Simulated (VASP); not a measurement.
# ReSbN (P4/nmm) in VASP: notebook

Runs on ReSbN. Level: PBE. Tasks: single point.

Program: VASP 6.6.1. These are calculated values, not measurements. Logs are shortened: lines on timing, memory, paths and dates and some standing lists are left out, and cuts for length are marked.

### 1 The cell of the first run

The structure is tetragonal, space group P4/nmm (No. 129). The conventional cell has a = 3.432 Å, b = 3.432 Å, c = 8.249 Å, α = 90.00°, β = 90.00°, γ = 90.00°. Within 2.7 Å of Re (site symmetry 4mm) lie 4 N at 2.01 Å. Sb (site symmetry 4mm) has 5 Re at 2.97 to 3.80 Å and 4 N at 3.24 Å and 8 Sb at 3.43 to 3.67 Å within 3.9 Å. N (site symmetry -4m2) has 4 Re at 2.01 Å and 4 N at 2.43 Å within 2.7 Å.

### 2 Single point, PBE

The input, INCAR:

```
PREC = Accurate ; ENCUT = 520
EDIFF = 1E-6 ; ISMEAR = -1
SIGMA = 0.05 ; LREAL = F
LASPH = T ; NELM = 80
ALGO = Normal ; ISIF = 2
LWAVE = F ; LCHARG = F
GGA = PE ; NBANDS = 26
```

The input, KPOINTS:

```
regular mesh
0
Gamma
  7 7 3
```

The input, POSCAR:

```
ReSbN
1.0
    3.4321230000      0.0000000000      0.0000000000
    0.0000000000      3.4321230000      0.0000000000
    0.0000000000      0.0000000000      8.2489219200
Re Sb N
2 2 2
Direct
    0.0000000000      0.5000000000      0.8732410000
    0.5000000000      0.0000000000      0.1267590000
    0.0000000000      0.5000000000      0.3334580000
    0.5000000000      0.0000000000      0.6665420000
    0.0000000000      0.0000000000      0.0000000000
    0.5000000000      0.5000000000      0.0000000000
```

Potentials or basis: VASP PAW PBE potentials, release 64 (Re, Sb, N).

The run is started by

```
> cat potpaw_PBE.64/Re/POTCAR potpaw_PBE.64/Sb/POTCAR potpaw_PBE.64/N/POTCAR > POTCAR
> mpirun -np 1 vasp_std > vasp.out
```

OUTCAR:

```text
PREC = Accurate
   ENCUT = 520
   EDIFF = 1E-6
   ISMEAR = -1
   LREAL = F
   LASPH = T
   NELM = 80
   ISIF = 2
   GGA = PE

 ion  position               nearest neighbor table
   1  0.000  0.500  0.873-   5 2.01   6 2.01   5 2.01   6 2.01   4 2.97   4 2.97   4 2.97   4 2.97
                             2 3.20   2 3.20   2 3.20   2 3.20
   2  0.500  0.000  0.127-   5 2.01   6 2.01   6 2.01   5 2.01   3 2.97   3 2.97   3 2.97   3 2.97
                             1 3.20   1 3.20   1 3.20   1 3.20
   3  0.000  0.500  0.333-   2 2.97   2 2.97   2 2.97   2 2.97   4 3.67   4 3.67   4 3.67   4 3.67

   4  0.500  0.000  0.667-   1 2.97   1 2.97   1 2.97   1 2.97   3 3.67   3 3.67   3 3.67   3 3.67

   5  0.000  0.000  0.000-   1 2.01   2 2.01   1 2.01   2 2.01
   6  0.500  0.500  0.000-   1 2.01   2 2.01   2 2.01   1 2.01

  LATTYP: Found a simple tetragonal cell.
 ALAT       =     3.4321230000
 C/A-ratio  =     2.4034458905

  Lattice vectors:

 A1 = (   3.4321230000,   0.0000000000,   0.0000000000)
 A2 = (   0.0000000000,   3.4321230000,   0.0000000000)
 A3 = (   0.0000000000,   0.0000000000,   8.2489219200)

Analysis of symmetry for initial positions (statically):
=====================================================================
 Subroutine PRICEL returns:
 Original cell was already a primitive cell.

 Routine SETGRP: Setting up the symmetry group for a
 simple tetragonal supercell.

 Subroutine GETGRP returns: Found 16 space group operations
 (whereof  8 operations were pure point group operations)
 out of a pool of 16 trial point group operations.

The static configuration has the point symmetry D_2d.
 The point group associated with its full space group is D_4h.

Analysis of symmetry for dynamics (positions and initial velocities):
=====================================================================
 Subroutine PRICEL returns:
 Original cell was already a primitive cell.

 Routine SETGRP: Setting up the symmetry group for a
 simple tetragonal supercell.

 Subroutine GETGRP returns: Found 16 space group operations
 (whereof  8 operations were pure point group operations)
 out of a pool of 16 trial point group operations.

The dynamic configuration has the point symmetry D_2d.
 The point group associated with its full space group is D_4h.

 Subroutine INISYM returns: Found 16 space group operations
 (whereof  8 operations are pure point group operations),
 and found     1 'primitive' translations

[... 99 lines left out ...]
   EDIFFG = 0.1E-04   stopping-criterion for IOM
   NSW    =      0    number of steps for IOM
   IBRION =     -1    ionic relax: 0-MD 1-quasi-New 2-CG
   NFREE  =      0    steps in history (QN), initial steepest desc. (CG)
   ISIF   =      2    stress and relaxation
   ISYM   =      2    0-nonsym 1-usesym 2-fastsym
   POTIM  = 0.5000    time-step for ionic-motion
   TEBEG  =    0.0;   TEEND  =   0.0 temperature during run
   PSTRESS=    0.0 pullay stress
   NELECT =      34.0000    total number of electrons
   NUPDOWN=      -1.0000    fix difference up-down
   EMIN   =  10.00;   EMAX   =-10.00  energy-range for DOS
   EFERMI =   0.00;   METHOD = LEGACY
   ISMEAR =    -1;   SIGMA  =   0.05  broadening in eV -4-tet -1-fermi 0-gaus
   EFERMI_NEDOS =   21; number of points for ismear=-14 and -15
   IALGO  =     38    algorithm
   IMIX   =      4    mixing-type and parameters
     AMIX     =   0.40;   BMIX     =  1.00
     AMIX_MAG =   1.60;   BMIX_MAG =  1.00
  volume/ion in A,a.u.               =      16.19       109.29
  Fermi-wavevector in a.u.,A,eV,Ry     =   1.153613  2.180013 18.106948  1.330823
  Thomas-Fermi vector in A             =   2.290256
   LORBIT       =      0    0 simple, 1 ext, 2 COOP (PROOUT), +10 PAW based schemes
   GGA     = PE    functional components
   LHFCALC =     F    Hartree Fock is set to
   AEXX    =    0.0000 exact exchange contribution
   IVDW    =     0    specifies the selected vdW correction
   LEPSILON=     F    determine dielectric tensor
   LRPA    =     F    only Hartree local field effects (RPA)
 non-spin polarized calculation
  energy-cutoff  :      520.00
  volume of cell :       97.17
 maximum number of plane-waves:      2633
 NGX is ok and might be reduce to    28
   NGX = 13   NGY = 13   NGZ = 31

 number of electron      34.0000000 magnetization

 Free energy of the ion-electron system (eV)
  ---------------------------------------------------
  ext. energy  EPLUGINS =         0.00000000
  ---------------------------------------------------
  free energy    TOTEN  =       -47.36097302 eV

  energy without entropy =      -47.34542146  energy(sigma->0) =      -47.35319724

 E-fermi :   8.0231     XC(G=0): -11.5191

 val. band max:        8.0195520552   @ k =   0.2857   0.2857   0.0000
 cond. band min:       8.0323360818   @ k =   0.1429   0.1429   0.3333
 fundamental gap:      0.0127840266
 Fermi energy:         8.0230978911

 k-point     1 :       0.0000    0.0000    0.0000
  band No.  band energies     occupation
      1      -9.8617      2.00000
      2      -7.0435      2.00000
      3      -2.9936      2.00000
      4      -2.9623      2.00000
      5       0.1103      2.00000
      6       0.1103      2.00000
[... 569 lines left out ...]
     25      11.8639      0.00000
     26      12.4735      0.00000

------------------------ aborting loop because EDIFF is reached ----------------------------------------

  FORCE on cell =-STRESS in cart. coord.  units (eV):
  Direction    XX          YY          ZZ          XY          YZ          ZX
  --------------------------------------------------------------------------------------
  -------------------------------------------------------------------------------------
  Total        3.2062890      3.2062890      6.8233559      0.0000000      0.0000000     -0.0000000
  in kB       52.8676937     52.8676937    112.5086015      0.0000000      0.0000000     -0.0000000
  external PRESSURE =      72.7479963 kB  Pullay stress =       0.0000000 kB

 VOLUME and BASIS-vectors are now :
 -----------------------------------------------------------------------------
  energy-cutoff  :      520.00
  volume of cell :       97.17
      direct lattice vectors                 reciprocal lattice vectors
     3.432123000  0.000000000  0.000000000     0.291364849  0.000000000  0.000000000
     0.000000000  3.432123000  0.000000000     0.000000000  0.291364849  0.000000000
     0.000000000  0.000000000  8.248921920     0.000000000  0.000000000  0.121227963

 POSITION                                       TOTAL-FORCE (eV/Angst)
 -----------------------------------------------------------------------------------
      0.00000      1.71606      7.20330         0.000000      0.000000     -1.109854
      1.71606      0.00000      1.04563        -0.000000     -0.000000      1.109854
      0.00000      1.71606      2.75067         0.000000     -0.000000      0.559864
      1.71606      0.00000      5.49825        -0.000000     -0.000000     -0.559864
      0.00000      0.00000      0.00000        -0.000000     -0.000000      0.000000
      1.71606      1.71606      0.00000        -0.000000      0.000000      0.000000
 -----------------------------------------------------------------------------------
    total drift:                                0.000000      0.000000      0.000000

  FREE ENERGIE OF THE ION-ELECTRON SYSTEM (eV)
  ---------------------------------------------------
  free  energy   TOTEN  =       -47.3609730190 eV

  energy  without entropy=      -47.3454214557  energy(sigma->0) =      -47.35319724
```

OSZICAR:

```text
N       E                     dE             d eps       ncg     rms          rms(c)
DAV:   1     0.159602495043E+03    0.15960E+03   -0.14534E+04  2058   0.133E+03
DAV:   2    -0.365066767398E+02   -0.19611E+03   -0.18253E+03  1968   0.351E+02
DAV:   3    -0.532405908972E+02   -0.16734E+02   -0.16060E+02  2032   0.112E+02
DAV:   4    -0.537014804594E+02   -0.46089E+00   -0.45076E+00  1856   0.159E+01
DAV:   5    -0.537133290086E+02   -0.11849E-01   -0.11769E-01  1864   0.477E+00    0.598E+01
DAV:   6    -0.485912390314E+02    0.51221E+01   -0.33353E+01  2016   0.938E+01    0.132E+01
DAV:   7    -0.479941393647E+02    0.59710E+00   -0.98880E+00  2032   0.661E+01    0.218E+01
DAV:   8    -0.474176886267E+02    0.57645E+00   -0.15520E+00  2008   0.246E+01    0.264E+00
DAV:   9    -0.473584118789E+02    0.59277E-01   -0.25559E-01  2016   0.514E+00    0.617E-01
DAV:  10    -0.473610412557E+02   -0.26294E-02   -0.34529E-02  1736   0.132E+00    0.339E-01
DAV:  11    -0.473609735175E+02    0.67738E-04   -0.84455E-04  1928   0.412E-01    0.238E-01
DAV:  12    -0.473609713779E+02    0.21396E-05   -0.24593E-04  1728   0.140E-01    0.827E-02
DAV:  13    -0.473609734427E+02   -0.20648E-05   -0.33598E-05  1816   0.513E-02    0.901E-03
DAV:  14    -0.473609730190E+02    0.42367E-06   -0.95416E-07   936   0.188E-02
   1 F= -.47360973E+02 E0= -.47353197E+02  d E =-.155516E-01
```

It took 28 s on 1 thread of Intel Xeon 6975P-C (Granite Rapids), shared host; peak memory 0.23 GiB.

What came out:

```
Free energy            : -47.3610 eV
Pressure               : 7.3 GPa
Largest force          : 1.110 eV/Å
Band gap on the k mesh : zero (bands 17 and 18 overlap by 1.77 eV)
```

Forces in eV/Å, atoms in the order of the input:
```
Re   0.000  0.000 -1.110
Re   0.000  0.000  1.110
Sb   0.000  0.000  0.560
Sb   0.000  0.000 -0.560
N    0.000  0.000  0.000
N    0.000  0.000  0.000
```

Stress tensor (GPa, compression positive):
```
 5.29  0.00  0.00
 0.00  5.29  0.00
 0.00  0.00 11.25
```

Caveat: the stress differs along the axes, from 5 to 11 GPa; spin-orbit coupling is left out, which moves the levels of the heavy elements; forces of over 1 eV/Å act on the atoms, so gaps and moduli don't describe the material at rest.

### 3 Single point, PBE

This run uses another cell than the first one, of 16.53 Å³/atom.

The input, INCAR:

```
PREC = Accurate
ENCUT = 520
EDIFF = 1E-6
ISMEAR = -1
SIGMA = 0.05
LREAL = F
LASPH = T
NELM = 80
ALGO = Normal
ISIF = 2
LWAVE = F
LCHARG = T
GGA = PE
LELF = T
LVHAR = T
NBANDS = 26
```

KPOINTS is that of step 2.

Edit POSCAR of step 2 so:

```diff
@@ -4,3 +4,3 @@
     0.0000000000      3.4321230000      0.0000000000
-    0.0000000000      0.0000000000      8.2489219200
+    0.0000000000      0.0000000000      8.4207744600
 Re Sb N
```

Potentials or basis: VASP PAW PBE potentials, release 64 (Re, Sb, N).

The run is started by

```
> cat potpaw_PBE.64/Re/POTCAR potpaw_PBE.64/Sb/POTCAR potpaw_PBE.64/N/POTCAR > POTCAR
> mpirun -np 1 vasp_std > vasp.out
```

Run time: 30 s. Hardware: 1 thread of Intel Xeon 6975P-C (Granite Rapids), shared host; peak memory 0.24 GiB.

Results (log left out):

```
Free energy            : -47.4681 eV
Pressure               : 3.5 GPa
Largest force          : 0.611 eV/Å
Band gap on the k mesh : zero (bands 17 and 18 overlap by 1.73 eV)
```

Forces on the atoms (eV/Å):
```
Re   0.000  0.000 -0.611
Re   0.000  0.000  0.611
Sb   0.000  0.000  0.249
Sb   0.000  0.000 -0.249
N    0.000  0.000  0.000
N    0.000  0.000  0.000
```

Stress tensor (GPa, compression positive):
```
2.39 0.00 0.00
0.00 2.39 0.00
0.00 0.00 5.62
```

Levels at points of the mesh, in eV from the Fermi level:
| k point | band 13 | band 14 | band 15 | band 16 | band 17 | band 18 | band 19 | band 20 | band 21 | band 22 |
| --- | --- | --- | --- | --- | --- | --- | --- | --- | --- | --- |
| (0.00, 0.00, 0.00) | -0.75 | -0.08 | 0.32 | 0.34 | 0.34 | 1.21 | 1.64 | 1.64 | 1.82 | 4.92 |

Caveat: the cell stands under pressure; spin-orbit coupling is left out, which moves the levels of the heavy elements.

### 4 Single point, PBE

This run uses another cell than the first one, of 16.70 Å³/atom.

The input, INCAR:

```
SYSTEM = ReSbN
  PREC = Accurate
  ENCUT = 520
  EDIFF = 1E-7
  ISMEAR = -1
  SIGMA = 0.05
  LREAL = .FALSE.
  LASPH = .TRUE.
  NELM = 60
  ALGO = Normal
  ISIF = 2
  LWAVE = .FALSE.
  LCHARG = .FALSE.
  GGA = PE
  NBANDS = 26
```

The input, KPOINTS:

```
Automatic mesh
0
G
  7 7 3
  0 0 0
```

Edit POSCAR of step 3 so:

```diff
@@ -4,3 +4,3 @@
     0.0000000000      3.4321230000      0.0000000000
-    0.0000000000      0.0000000000      8.4207744600
+    0.0000000000      0.0000000000      8.5067007300
 Re Sb N
```

The run is started by

```
> cat potpaw_PBE.64/Re/POTCAR potpaw_PBE.64/Sb/POTCAR potpaw_PBE.64/N/POTCAR > POTCAR
> mpirun -np 1 vasp_std > vasp.out
```

Run time: 32 s. Hardware: 1 thread of Intel Xeon 6975P-C (Granite Rapids), shared host; peak memory 0.24 GiB.

Results (log left out):

| Quantity | Value |
| --- | --- |
| Free energy | -47.4956 eV |
| Pressure | 1.7 GPa |
| Largest force | 0.362 eV/Å |
| Band gap on the k mesh | zero (bands 17 and 18 overlap by 1.70 eV) |

Forces on the atoms (eV/Å):
```
Re   0.000  0.000 -0.362
Re   0.000  0.000  0.362
Sb   0.000  0.000  0.101
Sb   0.000  0.000 -0.101
N    0.000  0.000  0.000
N    0.000  0.000  0.000
```

Stress tensor (GPa, compression positive):
```
1.08 0.00 0.00
0.00 1.08 0.00
0.00 0.00 2.94
```

Levels at points of the mesh, in eV from the Fermi level:
| k point | band 13 | band 14 | band 15 | band 16 | band 17 | band 18 | band 19 | band 20 | band 21 | band 22 |
| --- | --- | --- | --- | --- | --- | --- | --- | --- | --- | --- |
| (0.00, 0.00, 0.00) | -0.79 | -0.07 | 0.25 | 0.38 | 0.38 | 1.14 | 1.64 | 1.64 | 1.71 | 4.86 |

Caveat: spin-orbit coupling is left out, which moves the levels of the heavy elements.

### 5 Single point, PBE

This run uses another cell than the first one, of 16.87 Å³/atom.

The input, INCAR:

```
PREC = Accurate
ENCUT = 520
EDIFF = 1E-7
ISMEAR = -1
SIGMA = 0.05
LREAL = F
LASPH = T
NELM = 60
ALGO = Normal
ISIF = 2
LWAVE = F
LCHARG = F
GGA = PE
NBANDS = 26
```

The input, KPOINTS:

```
regular mesh
0
Gamma
  7 7 3
```

Edit POSCAR of step 4 so:

```diff
@@ -4,3 +4,3 @@
     0.0000000000      3.4321230000      0.0000000000
-    0.0000000000      0.0000000000      8.5067007300
+    0.0000000000      0.0000000000      8.5926270000
 Re Sb N
```

The run is started by

```
> cat potpaw_PBE.64/Re/POTCAR potpaw_PBE.64/Sb/POTCAR potpaw_PBE.64/N/POTCAR > POTCAR
> mpirun -np 1 vasp_std > vasp.out
```

It took 32 s on 1 thread of Intel Xeon 6975P-C (Granite Rapids), shared host; peak memory 0.24 GiB.

It converged, with:

* Free energy: -47.5065 eV
* Pressure: 0.0 GPa
* Largest force: 0.109 eV/Å
* Band gap on the k mesh: zero (bands 17 and 18 overlap by 1.67 eV)

Forces on the atoms (eV/Å):
```
Re   0.000  0.000 -0.109
Re   0.000  0.000  0.109
Sb   0.000  0.000 -0.042
Sb   0.000  0.000  0.042
N    0.000  0.000  0.000
N    0.000  0.000  0.000
```

Stress tensor (GPa, compression positive):
```
-0.15  0.00  0.00
 0.00 -0.15  0.00
 0.00  0.00  0.37
```

Levels at points of the mesh, in eV from the Fermi level:
```tsv
k point	band 13	band 14	band 15	band 16	band 17	band 18	band 19	band 20	band 21	band 22
(0.00, 0.00, 0.00)	-0.83	-0.06	0.18	0.41	0.41	1.06	1.61	1.64	1.64	4.80
```

Caveat: spin-orbit coupling is left out, which moves the levels of the heavy elements; this functional lacks dispersion, which binds layers or chains, so the pressure and a relaxed spacing across them are unreliable.

### 6 The runs side by side

| cell | gap on the mesh (eV) | pressure (GPa) | largest force (eV/Å) |
| --- | --- | --- | --- |
| a = 3.432, b = 3.432, c = 8.249 Å, 6 atoms | none | 7.3 | 1.11 |
| a = 3.432, b = 3.432, c = 8.421 Å, 6 atoms | none | 3.5 | 0.61 |
| a = 3.432, b = 3.432, c = 8.507 Å, 6 atoms | none | 1.7 | 0.36 |
| a = 3.432, b = 3.432, c = 8.593 Å, 6 atoms | none | 0.0 | 0.11 |

Alike in all rows: task single point; level PBE; potentials or basis VASP PAW PBE potentials, release 64 (Re, Sb, N); no spin polarisation; k mesh 7 × 7 × 3; cutoff (eV) 520; smearing fermi-dirac 0.05 eV.

Caveats: spin-orbit coupling is left out, which moves the levels of the heavy elements; the stress differs along the axes, from 5 to 11 GPa (at least some runs); forces of over 1 eV/Å act on the atoms, so gaps and moduli don't describe the material at rest (at least some runs); the cell stands under pressure (at least some runs); this functional lacks dispersion, which binds layers or chains, so the pressure and a relaxed spacing across them are unreliable (at least some runs).

Absolute energies hang on the potentials; compare differences alone.

The gap in the log of VASP goes by the Fermi energy; the results here count the filled bands.